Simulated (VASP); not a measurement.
# GaP (e600) (F-43m) in VASP: notebook

The runs below take GaP (e600) through single point, with PBEsol.

All numbers are computed with VASP 6.6.1; they aren't measurements. Logs are shortened: lines on timing, memory, paths and dates and some standing lists are left out, and cuts for length are marked.

### 1 The cell of the first run

Symmetry: F-43m, No. 216, cubic system. The conventional cell has a = 5.438 Å, b = 5.438 Å, c = 5.438 Å, α = 90.00°, β = 90.00°, γ = 90.00°. Within 3.1 Å of Ga (site symmetry -43m) lie 4 P at 2.35 Å. Within 3.1 Å of P (site symmetry -43m) lie 4 Ga at 2.35 Å.

### 2 Single point, PBEsol

INCAR reads:

```
SYSTEM = GaP
PREC = Accurate
ENCUT = 500
EDIFF = 1E-6
ISMEAR = 0
SIGMA = 0.02
LREAL = .False.
LASPH = .True.
NELM = 120
ALGO = Normal
ISIF = 2
LWAVE = .False.
LCHARG = .False.
GGA = PS
NBANDS = 16
GGA_COMPAT = .False.
```

KPOINTS reads:

```
Automatic mesh
0
Gamma
  8 8 8
  0 0 0
```

POSCAR reads:

```
GaP
1.0
    0.0000000000      2.7191751666      2.7191751666
    2.7191751666      0.0000000000      2.7191751666
    2.7191751666      2.7191751666      0.0000000000
Ga P
1 1
Direct
    0.0000000000      0.0000000000      0.0000000000
    0.2500000000      0.2500000000      0.2500000000
```

Potentials or basis: VASP PAW PBE potentials, release 64 (Ga_d, P).

Command:

```bash
> cat potpaw_PBE.64/Ga_d/POTCAR potpaw_PBE.64/P/POTCAR > POTCAR
> mpirun -np 1 vasp_std > vasp.out
```

OUTCAR:

```text
SYSTEM = GaP
   PREC = Accurate
   ENCUT = 500
   EDIFF = 1E-6
   ISMEAR = 0
   LREAL = .False.
   LASPH = .True.
   NELM = 120
   ISIF = 2
   GGA = PS

 ion  position               nearest neighbor table
   1  0.000  0.000  0.000-   2 2.35   2 2.35   2 2.35   2 2.35
   2  0.250  0.250  0.250-   1 2.35   1 2.35   1 2.35   1 2.35

  LATTYP: Found a face centered cubic cell.
 ALAT       =     5.4383503332

  Lattice vectors:

 A1 = (   0.0000000000,   2.7191751666,   2.7191751666)
 A2 = (   2.7191751666,   0.0000000000,   2.7191751666)
 A3 = (   2.7191751666,   2.7191751666,   0.0000000000)

Analysis of symmetry for initial positions (statically):
=====================================================================
 Subroutine PRICEL returns:
 Original cell was already a primitive cell.

 Routine SETGRP: Setting up the symmetry group for a
 face centered cubic supercell.

 Subroutine GETGRP returns: Found 24 space group operations
 (whereof 24 operations were pure point group operations)
 out of a pool of 48 trial point group operations.

The static configuration has the point symmetry T_d .

Analysis of symmetry for dynamics (positions and initial velocities):
=====================================================================
 Subroutine PRICEL returns:
 Original cell was already a primitive cell.

 Routine SETGRP: Setting up the symmetry group for a
 face centered cubic supercell.

 Subroutine GETGRP returns: Found 24 space group operations
 (whereof 24 operations were pure point group operations)
 out of a pool of 48 trial point group operations.

The dynamic configuration has the point symmetry T_d .

 Subroutine INISYM returns: Found 24 space group operations
 (whereof 24 operations are pure point group operations),
 and found     1 'primitive' translations

----------------------------------------------------------------------------------------

                                     Primitive cell

  volume of cell :      40.2107

  direct lattice vectors                    reciprocal lattice vectors
     0.000000000  2.719175167  2.719175167    -0.183879290  0.183879290  0.183879290
     2.719175167  0.000000000  2.719175167     0.183879290 -0.183879290  0.183879290
     2.719175167  2.719175167  0.000000000     0.183879290  0.183879290 -0.183879290

  length of vectors
     3.845494399  3.845494399  3.845494399     0.318488273  0.318488273  0.318488273

  position of ions in fractional coordinates (direct lattice)
     0.000000000  0.000000000  0.000000000
     0.250000000  0.250000000  0.250000000

  ion indices of the primitive-cell ions
   primitive index   ion index
                 1           1
                 2           2

----------------------------------------------------------------------------------------

 KPOINTS: Automatic mesh

Automatic generation of k-mesh.
 Grid dimensions read from file:
 generate k-points for:    8    8    8

 Generating k-lattice:

  Cartesian coordinates                     Fractional coordinates (reciprocal lattice)
    -0.022984911  0.022984911  0.022984911     0.125000000  0.000000000  0.000000000
     0.022984911 -0.022984911  0.022984911     0.000000000  0.125000000  0.000000000
     0.022984911  0.022984911 -0.022984911     0.000000000  0.000000000  0.125000000

  Length of vectors
     0.039811034  0.039811034  0.039811034

  Shift w.r.t. Gamma in fractional coordinates (k-lattice)
     0.000000000  0.000000000  0.000000000

 Subroutine IBZKPT returns following result:
 ===========================================

 Found     29 irreducible k-points:

 Following reciprocal coordinates:
            Coordinates               Weight
  0.000000  0.000000  0.000000      1.000000
  0.125000  0.000000  0.000000      8.000000
  0.250000  0.000000  0.000000      8.000000
  0.375000  0.000000  0.000000      8.000000
  0.500000  0.000000  0.000000      4.000000
  0.125000  0.125000  0.000000      6.000000
[... 16 lines left out ...]
  0.500000  0.250000  0.125000     48.000000
 -0.375000  0.250000  0.125000     24.000000
 [... further k-points ...]
   k-points           NKPTS =     29   k-points in BZ     NKDIM =     29   number of bands    NBANDS=     16
   number of dos      NEDOS =    301   number of ions     NIONS =      2
   total plane-waves  NPLWV =  21952
   dimension x,y,z NGX =    28 NGY =   28 NGZ =   28
   dimension x,y,z NGXF=    56 NGYF=   56 NGZF=   56
   ions per type =               1   1
   NGX,Y,Z   is equivalent  to a cutoff of  12.10, 12.10, 12.10 a.u.
   NGXF,Y,Z  is equivalent  to a cutoff of  24.21, 24.21, 24.21 a.u.
 SYSTEM =  GaP
   PREC   = accura    normal or accurate (medium, high low for compatibility)
   ISTART =      0    job   : 0-new  1-cont  2-samecut
   ICHARG =      2    charge: 1-file 2-atom 10-const
   ISPIN  =      1    spin polarized calculation?
   LNONCOLLINEAR =      F non collinear calculations
   LSORBIT =      F    spin-orbit coupling
   LASPH  =      T    aspherical Exc in radial PAW
   ENCUT  =  500.0 eV  36.75 Ry    6.06 a.u.   7.01  7.01  7.01*2*pi/ulx,y,z
   NELM   =    120;   NELMIN=  2; NELMDL= -5     # of ELM steps
   EDIFF  = 0.1E-05   stopping-criterion for ELM
   LREAL  =      F    real-space projection
   EDIFFG = 0.1E-04   stopping-criterion for IOM
   NSW    =      0    number of steps for IOM
   IBRION =     -1    ionic relax: 0-MD 1-quasi-New 2-CG
   NFREE  =      0    steps in history (QN), initial steepest desc. (CG)
   ISIF   =      2    stress and relaxation
   ISYM   =      2    0-nonsym 1-usesym 2-fastsym
   POTIM  = 0.5000    time-step for ionic-motion
   TEBEG  =    0.0;   TEEND  =   0.0 temperature during run
   PSTRESS=    0.0 pullay stress
   NELECT =      18.0000    total number of electrons
   NUPDOWN=      -1.0000    fix difference up-down
   EMIN   =  10.00;   EMAX   =-10.00  energy-range for DOS
   EFERMI =   0.00;   METHOD = LEGACY
   ISMEAR =     0;   SIGMA  =   0.02  broadening in eV -4-tet -1-fermi 0-gaus
   EFERMI_NEDOS =   21; number of points for ismear=-14 and -15
   IALGO  =     38    algorithm
   IMIX   =      4    mixing-type and parameters
     AMIX     =   0.40;   BMIX     =  1.00
     AMIX_MAG =   1.60;   BMIX_MAG =  1.00
  volume/ion in A,a.u.               =      20.11       135.68
  Fermi-wavevector in a.u.,A,eV,Ry     =   1.252329  2.366559 21.338401  1.568328
  Thomas-Fermi vector in A             =   2.386235
   LORBIT       =      0    0 simple, 1 ext, 2 COOP (PROOUT), +10 PAW based schemes
   GGA     = PS    functional components
   LHFCALC =     F    Hartree Fock is set to
   AEXX    =    0.0000 exact exchange contribution
   IVDW    =     0    specifies the selected vdW correction
   LEPSILON=     F    determine dielectric tensor
   LRPA    =     F    only Hartree local field effects (RPA)
 non-spin polarized calculation
 Gauss-broadening in eV      SIGMA  =   0.02
  energy-cutoff  :      500.00
  volume of cell :       40.21
 maximum number of plane-waves:      1036
   NGX = 13   NGY = 13   NGZ = 13

 number of electron      18.0000015 magnetization

 Free energy of the ion-electron system (eV)
  ---------------------------------------------------
  ext. energy  EPLUGINS =         0.00000000
  ---------------------------------------------------
  free energy    TOTEN  =        -9.92101895 eV

  energy without entropy =       -9.92101895  energy(sigma->0) =       -9.92101895

 E-fermi :   4.7602     XC(G=0): -10.0516

 val. band max:        4.6372015416   @ k =   0.0000   0.0000   0.0000
 cond. band min:       6.1399177407   @ k =   0.5000   0.5000   0.0000
 fundamental gap:      1.5027161991
 Fermi energy:         4.7601885940

 k-point     1 :       0.0000    0.0000    0.0000
  band No.  band energies     occupation
      1      -9.9155      2.00000
      2      -9.9155      2.00000
      3      -9.9155      2.00000
      4      -9.8127      2.00000
      5      -9.8127      2.00000
      6      -7.9377      2.00000
[... 8 lines left out ...]
     15      14.4184      0.00000
     16      14.4184      0.00000

 k-point     2 :       0.1250    0.0000    0.0000
  band No.  band energies     occupation
      1      -9.9299      2.00000
      2      -9.9106      2.00000
      3      -9.9106      2.00000
      4      -9.8127      2.00000
      5      -9.8127      2.00000
      6      -7.7321      2.00000
[... 8 lines left out ...]
     15      13.7570      0.00000
     16      14.1544      0.00000

 k-point     3 :       0.2500    0.0000    0.0000
  band No.  band energies     occupation
      1      -9.9612      2.00000
      2      -9.9003      2.00000
      3      -9.9003      2.00000
      4      -9.8114      2.00000
      5      -9.8114      2.00000
      6      -7.1490      2.00000
[... 8 lines left out ...]
     15      13.5633      0.00000
     16      14.3684      0.00000

 k-point     4 :       0.3750    0.0000    0.0000
  band No.  band energies     occupation
      1      -9.9893      2.00000
      2      -9.8924      2.00000
      3      -9.8924      2.00000
      4      -9.8076      2.00000
      5      -9.8076      2.00000
      6      -6.3315      2.00000
[... 8 lines left out ...]
     15      14.7814      0.00000
     16      14.7814      0.00000
[... 324 lines left out ...]
 k-point    22 :       0.3750    0.2500    0.1250
  band No.  band energies     occupation
      1      -9.9849      2.00000
      2      -9.8880      2.00000
      3      -9.8839      2.00000
      4      -9.8241      2.00000
      5      -9.8034      2.00000
      6      -6.6530      2.00000
[... 8 lines left out ...]
     15      15.7369      0.00000
     16      16.9462      0.00000

 k-point    23 :       0.5000    0.2500    0.1250
  band No.  band energies     occupation
      1     -10.0006      2.00000
      2      -9.8843      2.00000
      3      -9.8744      2.00000
      4      -9.8219      2.00000
      5      -9.8035      2.00000
      6      -5.8816      2.00000
[... 8 lines left out ...]
     15      16.1159      0.00000
     16      17.4097      0.00000

 k-point    24 :      -0.3750    0.2500    0.1250
  band No.  band energies     occupation
      1     -10.0064      2.00000
      2      -9.8838      2.00000
      3      -9.8711      2.00000
      4      -9.8182      2.00000
      5      -9.8052      2.00000
      6      -5.4107      2.00000
[... 8 lines left out ...]
     15      16.5605      0.00000
     16      17.1145      0.00000

 [... further k-points ...]
[... 5 lines left out ...]
  --------------------------------------------------------------------------------------
  -------------------------------------------------------------------------------------
  Total       -0.0235387     -0.0235387     -0.0235387      0.0000000     -0.0000000      0.0000000
  in kB       -0.9378879     -0.9378879     -0.9378879      0.0000000     -0.0000000      0.0000000
  external PRESSURE =      -0.9378879 kB  Pullay stress =       0.0000000 kB

 VOLUME and BASIS-vectors are now :
 -----------------------------------------------------------------------------
  energy-cutoff  :      500.00
  volume of cell :       40.21
      direct lattice vectors                 reciprocal lattice vectors
     0.000000000  2.719175167  2.719175167    -0.183879290  0.183879290  0.183879290
     2.719175167  0.000000000  2.719175167     0.183879290 -0.183879290  0.183879290
     2.719175167  2.719175167  0.000000000     0.183879290  0.183879290 -0.183879290

 POSITION                                       TOTAL-FORCE (eV/Angst)
 -----------------------------------------------------------------------------------
      0.00000      0.00000      0.00000         0.000000      0.000000     -0.000000
      1.35959      1.35959      1.35959        -0.000000     -0.000000      0.000000
 -----------------------------------------------------------------------------------
    total drift:                                0.000001      0.000001      0.000001

  FREE ENERGIE OF THE ION-ELECTRON SYSTEM (eV)
  ---------------------------------------------------
  free  energy   TOTEN  =        -9.9210189499 eV

  energy  without entropy=       -9.9210189499  energy(sigma->0) =       -9.92101895
```

Run time: 31 s. Hardware: 1 thread of AMD EPYC 7R43 (Zen 3), shared host; peak memory 0.12 GiB.

What came out:

```
Free energy            : -9.9210 eV
Pressure               : -0.1 GPa
Band gap on the k mesh : 1.50 eV, indirect (least direct gap 1.81 eV)
```

Levels at points of the mesh, in eV from the valence-band top:
| k point | band 5 | band 6 | band 7 | band 8 | band 9 | band 10 | band 11 | band 12 | band 13 | band 14 |
| --- | --- | --- | --- | --- | --- | --- | --- | --- | --- | --- |
| (0.00, 0.00, 0.00) | -14.45 | -12.57 | 0.00 | 0.00 | 0.00 | 1.81 | 3.82 | 3.82 | 3.82 | 8.60 |
| (0.50, 0.00, 0.00) | -14.44 | -10.46 | -6.73 | -1.14 | -1.14 | 1.61 | 4.65 | 4.65 | 8.10 | 10.79 |
| (0.50, 0.50, 0.00) | -14.43 | -9.54 | -6.84 | -2.74 | -2.74 | 1.50 | 1.71 | 10.60 | 10.60 | 11.14 |

Caveat: the PAW data sets were made with another functional, which shifts forces and pressure a little.

### 3 Single point, PBEsol

INCAR reads:

```
SYSTEM = GaP
PREC     = Accurate       ! precision mode
ENCUT    = 500            ! plane-wave cutoff, eV
EDIFF    = 1E-6           ! SCF threshold, eV
ISMEAR   = 0              ! smearing method
SIGMA    = 0.01           ! smearing width, eV
LREAL    = .False.        ! projectors in reciprocal space
LASPH    = .True.         ! aspherical terms in the spheres
NELM     = 120            ! most SCF steps
ALGO     = Normal         ! electronic algorithm
ISIF     = 2              ! what is computed and relaxed
LWAVE    = .False.        ! write WAVECAR
LCHARG   = .True.         ! write CHGCAR
GGA      = PS             ! functional
LELF     = .True.         ! ELF
LVHAR    = .True.       
NBANDS   = 16             ! bands
GGA_COMPAT= .False.
```

KPOINTS is that of step 2.

POSCAR is that of step 2.

Potentials or basis: VASP PAW PBE potentials, release 64 (Ga_d, P).

Command:

```bash
> cat potpaw_PBE.64/Ga_d/POTCAR potpaw_PBE.64/P/POTCAR > POTCAR
> mpirun -np 1 vasp_std > vasp.out
```

It took 30 s on 1 thread of AMD EPYC 7R43 (Zen 3), shared host; peak memory 0.12 GiB.

Results (log left out):

* Free energy: -9.9210 eV
* Pressure: -0.1 GPa
* Band gap on the k mesh: 1.50 eV, indirect (least direct gap 1.81 eV)

Levels at points of the mesh, in eV from the valence-band top:
| k point | band 6 | band 7 | band 8 | band 9 | band 10 | band 11 | band 12 | band 13 |
| --- | --- | --- | --- | --- | --- | --- | --- | --- |
| (0.00, 0.00, 0.00) | -12.57 | 0.00 | 0.00 | 0.00 | 1.81 | 3.82 | 3.82 | 3.82 |
| (0.50, 0.00, 0.00) | -10.46 | -6.73 | -1.14 | -1.14 | 1.61 | 4.65 | 4.65 | 8.10 |
| (0.50, 0.50, 0.00) | -9.54 | -6.84 | -2.74 | -2.74 | 1.50 | 1.71 | 10.60 | 10.60 |

Caveat: the PAW data sets were made with another functional, which shifts forces and pressure a little. A k mesh can miss the band edges.

### 4 Single point, PBEsol

INCAR reads:

```
  ALGO = Normal
  EDIFF = 1E-6
  ENCUT = 500
  GGA = PS
  GGA_COMPAT = F
  ISIF = 2
  ISMEAR = 0
  LASPH = T
  LCHARG = F
  LREAL = F
  LWAVE = F
  NBANDS = 16
  NELM = 120
  PREC = Accurate
  SIGMA = 0.01
```

KPOINTS reads:

```
k-points
0
Gamma
  8 8 8
```

POSCAR is that of step 3.

Command:

```bash
> cat potpaw_PBE.64/Ga_d/POTCAR potpaw_PBE.64/P/POTCAR > POTCAR
> mpirun -np 1 vasp_std > vasp.out
```

Wall time 29 s (1 thread of AMD EPYC 7R43 (Zen 3), shared host); peak memory 0.12 GiB.

The run converged. Its results:

* Free energy: -9.9210 eV
* Pressure: -0.1 GPa
* Band gap on the k mesh: 1.50 eV, indirect (least direct gap 1.81 eV)

Levels at points of the mesh, in eV from the valence-band top:
```tsv
k point	band 5	band 6	band 7	band 8	band 9	band 10	band 11	band 12	band 13	band 14
(0.00, 0.00, 0.00)	-14.45	-12.57	0.00	0.00	0.00	1.81	3.82	3.82	3.82	8.60
(0.50, 0.00, 0.00)	-14.44	-10.46	-6.73	-1.14	-1.14	1.61	4.65	4.65	8.10	10.79
(0.50, 0.50, 0.00)	-14.43	-9.54	-6.84	-2.74	-2.74	1.50	1.71	10.60	10.60	11.14
```

Caveat: the PAW data sets were made with another functional, which shifts forces and pressure a little.
